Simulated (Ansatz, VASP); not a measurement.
## One calculation of InSb, two programs

```
In Sb
1.0
     0.00000    3.14833    3.14833
     3.14833    0.00000    3.14833
     3.14833    3.14833    0.00000
In Sb
1 1
Cartesian
  0.0000 0.0000 0.0000
  1.5742 1.5742 1.5742
```

Change from the starting cell: hydrostatic strain -4.0%.

Alike in both runs: task single point; functional PBE; k mesh 6 × 6 × 6; occupations fermi-dirac, width 0.02 eV; no spin polarisation.

```csv
,VASP,Ansatz
version,VASP 6.6.1,Ansatz 0.2.0
potentials or method,"VASP PAW PBE potentials, release 64 (In_d, Sb_d_GW)","plane waves, PAW"
plane-wave cutoff (eV),500,420
valence electrons in the cell,28,28
```

```csv
,VASP,Ansatz,Ansatz less VASP
pressure (GPa),8.4,8.4,0.00
```

Spin-orbit coupling is off throughout.
